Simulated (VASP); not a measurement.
# Cu (P6_3/mmc) in VASP: a series of runs

The runs below take Cu through single point, with LDA.

All numbers are computed with VASP 6.6.1; they aren't measurements. Logs are shortened: lines on timing, memory, paths and dates and some standing lists are left out, and cuts for length are marked.

## 1. The cell of the first run

Symmetry: P6_3/mmc, No. 194, hexagonal system. The conventional cell has a = 2.531 Å, b = 2.531 Å, c = 8.262 Å, α = 90.00°, β = 90.00°, γ = 120.00°. Within 3.3 Å of Cu (site symmetry -3m) lie 12 Cu at 2.53 Å. Cu (site symmetry -6m2) has 12 Cu at 2.53 Å within 3.3 Å.

## 2. Single point, LDA

Contents of INCAR:

```
PREC = Accurate
ENCUT = 520
EDIFF = 1E-6
ISMEAR = -1
SIGMA = 0.1
LREAL = False
LASPH = True
NELM = 100
ALGO = Normal
ISIF = 2
LWAVE = False
LCHARG = False
NBANDS = 30
```

Contents of KPOINTS:

```
Automatic mesh
0
Gamma
  10 10 3
```

Contents of POSCAR:

```
Cu
1.0
    2.5307640000      0.0000000000      0.0000000000
   -1.2653820000      2.1917060000      0.0000000000
    0.0000000000      0.0000000000      8.2618150000
Cu
4
Direct
    0.0000000000      0.0000000000      0.0000000000
    0.3333333333      0.6666666667      0.2500000000
    0.0000000000      0.0000000000      0.5000000000
    0.6666666667      0.3333333333      0.7500000000
```

Potentials or basis: VASP PAW LDA potentials, release 64 (Cu).

On the command line:

```bash
$ cat potpaw_LDA.64/Cu/POTCAR > POTCAR
$ mpirun -np 1 vasp_std > vasp.out
```

OUTCAR:

```text
PREC = Accurate
   ENCUT = 520
   EDIFF = 1E-6
   ISMEAR = -1
   LREAL = False
   LASPH = True
   NELM = 100
   ISIF = 2

 ion  position               nearest neighbor table
   1  0.000  0.000  0.000-   2 2.53   4 2.53   4 2.53   2 2.53   4 2.53   2 2.53
   2  0.333  0.667  0.250-   1 2.53   3 2.53   1 2.53   3 2.53   1 2.53   3 2.53
   3  0.000  0.000  0.500-   2 2.53   4 2.53   4 2.53   2 2.53   4 2.53   2 2.53
   4  0.667  0.333  0.750-   1 2.53   3 2.53   1 2.53   3 2.53   1 2.53   3 2.53

  LATTYP: Found a hexagonal cell.
 ALAT       =     2.5307640000
 C/A-ratio  =     3.2645537079

  Lattice vectors:

 A1 = (   2.5307640000,   0.0000000000,   0.0000000000)
 A2 = (  -1.2653820000,   2.1917060000,   0.0000000000)
 A3 = (   0.0000000000,   0.0000000000,   8.2618150000)

Analysis of symmetry for initial positions (statically):
=====================================================================
 Subroutine PRICEL returns:
 Original cell was already a primitive cell.

 Routine SETGRP: Setting up the symmetry group for a
 hexagonal supercell.

 Subroutine GETGRP returns: Found 24 space group operations
 (whereof 12 operations were pure point group operations)
 out of a pool of 24 trial point group operations.

The static configuration has the point symmetry D_3d.
 The point group associated with its full space group is D_6h.

Analysis of symmetry for dynamics (positions and initial velocities):
=====================================================================
 Subroutine PRICEL returns:
 Original cell was already a primitive cell.

 Routine SETGRP: Setting up the symmetry group for a
 hexagonal supercell.

 Subroutine GETGRP returns: Found 24 space group operations
 (whereof 12 operations were pure point group operations)
 out of a pool of 24 trial point group operations.

The dynamic configuration has the point symmetry D_3d.
 The point group associated with its full space group is D_6h.

 Subroutine INISYM returns: Found 24 space group operations
 (whereof 12 operations are pure point group operations),
 and found     1 'primitive' translations

----------------------------------------------------------------------------------------

                                     Primitive cell

  volume of cell :      45.8257

  direct lattice vectors                    reciprocal lattice vectors
     2.530764000  0.000000000  0.000000000     0.395137595  0.228132788  0.000000000
    -1.265382000  2.191706000  0.000000000     0.000000000  0.456265576  0.000000000
     0.000000000  0.000000000  8.261815000     0.000000000  0.000000000  0.121038779

  length of vectors
     2.530764000  2.530764074  8.261815000     0.456265589  0.456265576  0.121038779

  position of ions in fractional coordinates (direct lattice)
     0.000000000  0.000000000  0.000000000
     0.333333333  0.666666667  0.250000000
     0.000000000  0.000000000  0.500000000
     0.666666667  0.333333333  0.750000000

  ion indices of the primitive-cell ions
   primitive index   ion index
                 1           1
                 2           2
                 3           3
                 4           4

----------------------------------------------------------------------------------------

 KPOINTS: Automatic mesh

Automatic generation of k-mesh.
 Grid dimensions read from file:
 generate k-points for:   10   10    3

 Generating k-lattice:

  Cartesian coordinates                     Fractional coordinates (reciprocal lattice)
     0.039513759  0.022813279  0.000000000     0.100000000  0.000000000  0.000000000
     0.000000000  0.045626558  0.000000000     0.000000000  0.100000000  0.000000000
     0.000000000  0.000000000  0.040346260     0.000000000  0.000000000  0.333333333

  Length of vectors
     0.045626559  0.045626558  0.040346260

  Shift w.r.t. Gamma in fractional coordinates (k-lattice)
     0.000000000  0.000000000  0.000000000

 Subroutine IBZKPT returns following result:
 ===========================================

 Found     28 irreducible k-points:

 Following reciprocal coordinates:
            Coordinates               Weight
  0.000000  0.000000  0.000000      1.000000
  0.100000  0.000000  0.000000      6.000000
  0.200000  0.000000  0.000000      6.000000
  0.300000  0.000000  0.000000      6.000000
  0.400000  0.000000  0.000000      6.000000
  0.500000  0.000000  0.000000      3.000000
[... 16 lines left out ...]
  0.300000  0.100000  0.333333     24.000000
  0.400000  0.100000  0.333333     24.000000
 [... further k-points ...]
   k-points           NKPTS =     28   k-points in BZ     NKDIM =     28   number of bands    NBANDS=     30
   number of dos      NEDOS =    301   number of ions     NIONS =      4
   total plane-waves  NPLWV =  25600
   dimension x,y,z NGX =    20 NGY =   20 NGZ =   64
   dimension x,y,z NGXF=    40 NGYF=   40 NGZF=  128
   ions per type =               4
   NGX,Y,Z   is equivalent  to a cutoff of  13.14, 13.14, 12.88 a.u.
   NGXF,Y,Z  is equivalent  to a cutoff of  26.28, 26.28, 25.76 a.u.
 SYSTEM =  unknown system
   PREC   = accura    normal or accurate (medium, high low for compatibility)
   ISTART =      0    job   : 0-new  1-cont  2-samecut
   ICHARG =      2    charge: 1-file 2-atom 10-const
   ISPIN  =      1    spin polarized calculation?
   LNONCOLLINEAR =      F non collinear calculations
   LSORBIT =      F    spin-orbit coupling
   LASPH  =      T    aspherical Exc in radial PAW
   ENCUT  =  520.0 eV  38.22 Ry    6.18 a.u.   4.71  4.71 15.36*2*pi/ulx,y,z
   NELM   =    100;   NELMIN=  2; NELMDL= -5     # of ELM steps
   EDIFF  = 0.1E-05   stopping-criterion for ELM
   LREAL  =      F    real-space projection
   EDIFFG = 0.1E-04   stopping-criterion for IOM
   NSW    =      0    number of steps for IOM
   IBRION =     -1    ionic relax: 0-MD 1-quasi-New 2-CG
   NFREE  =      0    steps in history (QN), initial steepest desc. (CG)
   ISIF   =      2    stress and relaxation
   ISYM   =      2    0-nonsym 1-usesym 2-fastsym
   POTIM  = 0.5000    time-step for ionic-motion
   TEBEG  =    0.0;   TEEND  =   0.0 temperature during run
   PSTRESS=    0.0 pullay stress
   NELECT =      44.0000    total number of electrons
   NUPDOWN=      -1.0000    fix difference up-down
   EMIN   =  10.00;   EMAX   =-10.00  energy-range for DOS
   EFERMI =   0.00;   METHOD = LEGACY
   ISMEAR =    -1;   SIGMA  =   0.10  broadening in eV -4-tet -1-fermi 0-gaus
   EFERMI_NEDOS =   21; number of points for ismear=-14 and -15
   IALGO  =     38    algorithm
   IMIX   =      4    mixing-type and parameters
     AMIX     =   0.40;   BMIX     =  1.00
     AMIX_MAG =   1.60;   BMIX_MAG =  1.00
  volume/ion in A,a.u.               =      11.46        77.31
  Fermi-wavevector in a.u.,A,eV,Ry     =   1.615062  3.052025 35.489789  2.608426
  Thomas-Fermi vector in A             =   2.709870
   LORBIT       =      0    0 simple, 1 ext, 2 COOP (PROOUT), +10 PAW based schemes
   GGA     = CA    functional components
   LHFCALC =     F    Hartree Fock is set to
   AEXX    =    0.0000 exact exchange contribution
   IVDW    =     0    specifies the selected vdW correction
   LEPSILON=     F    determine dielectric tensor
   LRPA    =     F    only Hartree local field effects (RPA)
 non-spin polarized calculation
  energy-cutoff  :      520.00
  volume of cell :       45.83
 maximum number of plane-waves:      1255
 NGX is ok and might be reduce to    20
   NGX =  9   NGY =  9   NGZ = 31

 number of electron      43.9999989 magnetization

 Free energy of the ion-electron system (eV)
  ---------------------------------------------------
  ext. energy  EPLUGINS =         0.00000000
  ---------------------------------------------------
  free energy    TOTEN  =       -18.76277340 eV

  energy without entropy =      -18.71319195  energy(sigma->0) =      -18.73798268

 E-fermi :   7.6697     XC(G=0): -13.2812

 val. band max:        7.6267034704   @ k =   0.3000   0.0000   0.3333
 cond. band min:       7.7667689418   @ k =   0.4000   0.1000   0.3333
 fundamental gap:      0.1400654714
 Fermi energy:         7.6697387360

 k-point     1 :       0.0000    0.0000    0.0000
  band No.  band energies     occupation
      1      -1.8567      2.00000
      2       0.2974      2.00000
      3       0.3131      2.00000
      4       2.4321      2.00000
      5       4.3020      2.00000
      6       4.3041      2.00000
[... 22 lines left out ...]
     29      29.9059      0.00000
     30      29.9257      0.00000

 k-point     2 :       0.1000    0.0000    0.0000
  band No.  band energies     occupation
      1      -1.5274      2.00000
      2       0.5894      2.00000
      3       0.6045      2.00000
      4       2.6243      2.00000
      5       4.1549      2.00000
      6       4.2259      2.00000
[... 22 lines left out ...]
     29      27.2982      0.00000
     30      27.3442      0.00000

 k-point     3 :       0.2000    0.0000    0.0000
  band No.  band energies     occupation
      1      -0.5752      2.00000
      2       1.3769      2.00000
      3       1.3900      2.00000
      4       3.0692      2.00000
      5       3.9273      2.00000
      6       4.0385      2.00000
[... 22 lines left out ...]
     29      22.6847      0.00000
     30      22.8280      0.00000

 k-point     4 :       0.3000    0.0000    0.0000
  band No.  band energies     occupation
      1       0.8429      2.00000
      2       2.2460      2.00000
      3       2.2590      2.00000
      4       3.2776      2.00000
      5       3.6922      2.00000
      6       3.8123      2.00000
[... 22 lines left out ...]
     29      22.4882      0.00000
     30      22.5842      0.00000

 k-point     5 :       0.4000    0.0000    0.0000
  band No.  band energies     occupation
      1       2.1652      2.00000
      2       2.5734      2.00000
      3       2.6895      2.00000
      4       3.1539      2.00000
      5       3.4995      2.00000
      6       3.6184      2.00000
[... 22 lines left out ...]
     29      20.4031      0.00000
     30      20.6655      0.00000
[... 526 lines left out ...]
     29      23.9629      0.00000
     30      24.0855      0.00000

 k-point    22 :       0.2000    0.1000    0.3333
  band No.  band energies     occupation
      1       0.5319      2.00000
      2       1.1431      2.00000
      3       2.8763      2.00000
      4       3.3219      2.00000
      5       3.7041      2.00000
      6       3.7466      2.00000
[... 22 lines left out ...]
     29      21.3899      0.00000
     30      22.0470      0.00000

 k-point    23 :       0.3000    0.1000    0.3333
  band No.  band energies     occupation
      1       1.9070      2.00000
      2       2.2370      2.00000
      3       3.0039      2.00000
      4       3.2982      2.00000
      5       3.4505      2.00000
      6       3.5818      2.00000
[... 22 lines left out ...]
     29      19.8159      0.00000
     30      20.1198      0.00000

 k-point    24 :       0.4000    0.1000    0.3333
  band No.  band energies     occupation
      1       2.6470      2.00000
      2       2.7714      2.00000
      3       2.9430      2.00000
      4       3.1169      2.00000
      5       3.3438      2.00000
      6       3.4363      2.00000
[... 22 lines left out ...]
     29      18.9586      0.00000
     30      19.3024      0.00000

 [... further k-points ...]
[... 5 lines left out ...]
  --------------------------------------------------------------------------------------
  -------------------------------------------------------------------------------------
  Total       -1.9920156     -1.9920158     -2.2641863      0.0000000      0.0000000      0.0000000
  in kB      -69.6456374    -69.6456428    -79.1613746      0.0000000      0.0000000      0.0000000
  external PRESSURE =     -72.8175516 kB  Pullay stress =       0.0000000 kB

 VOLUME and BASIS-vectors are now :
 -----------------------------------------------------------------------------
  energy-cutoff  :      520.00
  volume of cell :       45.83
      direct lattice vectors                 reciprocal lattice vectors
     2.530764000  0.000000000  0.000000000     0.395137595  0.228132788  0.000000000
    -1.265382000  2.191706000  0.000000000     0.000000000  0.456265576  0.000000000
     0.000000000  0.000000000  8.261815000     0.000000000  0.000000000  0.121038779

 POSITION                                       TOTAL-FORCE (eV/Angst)
 -----------------------------------------------------------------------------------
      0.00000      0.00000      0.00000        -0.000000      0.000000     -0.000000
     -0.00000      1.46114      2.06545        -0.000000      0.000000     -0.000000
      0.00000      0.00000      4.13091        -0.000000      0.000000     -0.000000
      1.26538      0.73057      6.19636         0.000000     -0.000000      0.000000
 -----------------------------------------------------------------------------------
    total drift:                                0.000000     -0.000000      0.000000

  FREE ENERGIE OF THE ION-ELECTRON SYSTEM (eV)
  ---------------------------------------------------
  free  energy   TOTEN  =       -18.7627734024 eV

  energy  without entropy=      -18.7131919543  energy(sigma->0) =      -18.73798268
```

Run time: 29 s. Hardware: 1 thread of AMD EPYC 7R43 (Zen 3), shared host; peak memory 0.11 GiB.

What came out:

* Free energy: -18.7628 eV
* Pressure: -7.3 GPa
* Band gap on the k mesh: zero (band 22 reaches 10.81 eV, above the bottom of band 23 at 5.93 eV)

## 3. Single point, LDA

Contents of INCAR:

```
PREC = Accurate
ENCUT = 700
EDIFF = 1E-6
ISMEAR = -1
SIGMA = 0.1
LREAL = F
LASPH = T
NELM = 120
ALGO = Normal
ISIF = 2
LWAVE = F
LCHARG = F
GGA = CA
NBANDS = 46
GGA_COMPAT = F
```

KPOINTS is that of step 2.

POSCAR is that of step 2.

Potentials or basis: VASP PAW LDA potentials, release 64 (Cu_sv_GW).

On the command line:

```bash
$ cat potpaw_LDA.64/Cu_sv_GW/POTCAR > POTCAR
$ mpirun -np 1 vasp_std > vasp.out
```

OUTCAR:

```text
PREC = Accurate
   ENCUT = 700
   EDIFF = 1E-6
   ISMEAR = -1
   LREAL = F
   LASPH = T
   NELM = 120
   ISIF = 2
   GGA = CA

 ion  position               nearest neighbor table
   1  0.000  0.000  0.000-   2 2.53   4 2.53   4 2.53   2 2.53   4 2.53   2 2.53
   2  0.333  0.667  0.250-   1 2.53   3 2.53   1 2.53   3 2.53   1 2.53   3 2.53
   3  0.000  0.000  0.500-   2 2.53   4 2.53   4 2.53   2 2.53   4 2.53   2 2.53
   4  0.667  0.333  0.750-   1 2.53   3 2.53   1 2.53   3 2.53   1 2.53   3 2.53

  LATTYP: Found a hexagonal cell.
 ALAT       =     2.5307640000
 C/A-ratio  =     3.2645537079
[... 1369 lines left out ...]

 [... further k-points ...]
[... 5 lines left out ...]
  --------------------------------------------------------------------------------------
  -------------------------------------------------------------------------------------
  Total       -3.5898671     -3.5898673     -3.8446056      0.0000000     -0.0000000      0.0000000
  in kB     -125.5103495   -125.5103592   -134.4166186      0.0000000     -0.0000000      0.0000000
  external PRESSURE =    -128.4791091 kB  Pullay stress =       0.0000000 kB

 VOLUME and BASIS-vectors are now :
 -----------------------------------------------------------------------------
  energy-cutoff  :      700.00
  volume of cell :       45.83
      direct lattice vectors                 reciprocal lattice vectors
     2.530764000  0.000000000  0.000000000     0.395137595  0.228132788  0.000000000
    -1.265382000  2.191706000  0.000000000     0.000000000  0.456265576  0.000000000
     0.000000000  0.000000000  8.261815000     0.000000000  0.000000000  0.121038779

 POSITION                                       TOTAL-FORCE (eV/Angst)
 -----------------------------------------------------------------------------------
      0.00000      0.00000      0.00000         0.000000      0.000000     -0.000000
     -0.00000      1.46114      2.06545         0.000000      0.000000      0.000000
      0.00000      0.00000      4.13091         0.000000      0.000000     -0.000000
      1.26538      0.73057      6.19636        -0.000000      0.000000     -0.000000
 -----------------------------------------------------------------------------------
    total drift:                               -0.000000      0.000000      0.000000

  FREE ENERGIE OF THE ION-ELECTRON SYSTEM (eV)
  ---------------------------------------------------
  free  energy   TOTEN  =       -19.3519011059 eV

  energy  without entropy=      -19.3012141924  energy(sigma->0) =      -19.32655765
```

OSZICAR:

```text
N       E                     dE             d eps       ncg     rms          rms(c)
DAV:   1     0.232111385653E+04    0.23211E+04   -0.49406E+04  3728   0.668E+03
DAV:   2     0.447363018126E+03   -0.18738E+04   -0.18212E+04  3454   0.167E+03
DAV:   3     0.177645164812E+02   -0.42960E+03   -0.39697E+03  4536   0.109E+03
DAV:   4    -0.190361622895E+02   -0.36801E+02   -0.35020E+02  4510   0.457E+02
DAV:   5    -0.229961617983E+02   -0.39600E+01   -0.39241E+01  5040   0.154E+02    0.168E+01
DAV:   6    -0.217296809854E+02    0.12665E+01   -0.43632E+01  4216   0.282E+02    0.112E+01
DAV:   7    -0.193655650686E+02    0.23641E+01   -0.12264E+01  3952   0.160E+02    0.314E+00
DAV:   8    -0.193632846675E+02    0.22804E-02   -0.56702E-01  4576   0.216E+01    0.928E-01
DAV:   9    -0.193515921684E+02    0.11692E-01   -0.80307E-02  4232   0.128E+01    0.172E-01
DAV:  10    -0.193519425813E+02   -0.35041E-03   -0.68657E-03  4664   0.425E+00    0.123E-01
DAV:  11    -0.193519097190E+02    0.32862E-04   -0.98456E-04  4904   0.103E+00    0.351E-02
DAV:  12    -0.193519016942E+02    0.80249E-05   -0.70152E-05  4688   0.346E-01    0.124E-02
DAV:  13    -0.193519011059E+02    0.58827E-06   -0.37559E-06  2344   0.108E-01
   1 F= -.19351901E+02 E0= -.19326558E+02  d E =-.506869E-01
```

stdout:

```text
POSCAR found type information on POSCAR Cu
 POSCAR found :  1 types and       4 ions
 scaLAPACK will be used
 LDA part: xc-table for (Slater(with rela. corr.)+CA(PZ))
 , standard interpolation
 POSCAR, INCAR and KPOINTS ok, starting setup
 FFT: planning ... GRIDC
 FFT: planning ... GRID_SOFT
 FFT: planning ... GRID
 WAVECAR not read
 entering main loop
```

It took 2 min on 1 thread of Intel Xeon Platinum 8488C (Sapphire Rapids), shared host; peak memory 0.21 GiB.

What came out:

| Quantity | Value |
| --- | --- |
| Free energy | -19.3519 eV |
| Pressure | -12.8 GPa |
| Band gap on the k mesh | zero (band 38 reaches 10.65 eV, above the bottom of band 39 at 5.82 eV) |

## 4. Single point, LDA

Contents of INCAR:

```
PREC = Accurate
ENCUT = 700
EDIFF = 1E-6
ISMEAR = -1
SIGMA = 0.1
LREAL = False
LASPH = True
NELM = 120
ALGO = Normal
ISIF = 2
LWAVE = False
LCHARG = False
NBANDS = 46
GGA_COMPAT = False
```

KPOINTS is that of step 3.

POSCAR is that of step 3.

On the command line:

```bash
$ cat potpaw_LDA.64/Cu_sv_GW/POTCAR > POTCAR
$ mpirun -np 1 vasp_std > vasp.out
```

Run time: 63 s. Hardware: 1 thread of Intel Xeon 6975P-C (Granite Rapids), shared host; peak memory 0.21 GiB.

The run converged. Its results:

```yaml
Free_energy: -19.3519 eV
Pressure: -12.8 GPa
Band_gap_on_the_k_mesh: zero (band 38 reaches 10.65 eV, above the bottom of band 39 at 5.82 eV)
```

Stress tensor (GPa, compression positive):
```
-12.55   0.00   0.00
  0.00 -12.55   0.00
  0.00   0.00 -13.44
```

Levels at points of the mesh, in eV from the Fermi level:
```csv
k point,band 37,band 38,band 39,band 40,band 41,band 42
"(0.00, 0.00, 0.00)",-1.95,-1.64,-1.64,-1.06,3.93,12.73
"(0.50, 0.00, 0.00)",-0.64,0.39,1.02,1.59,4.74,4.77
```
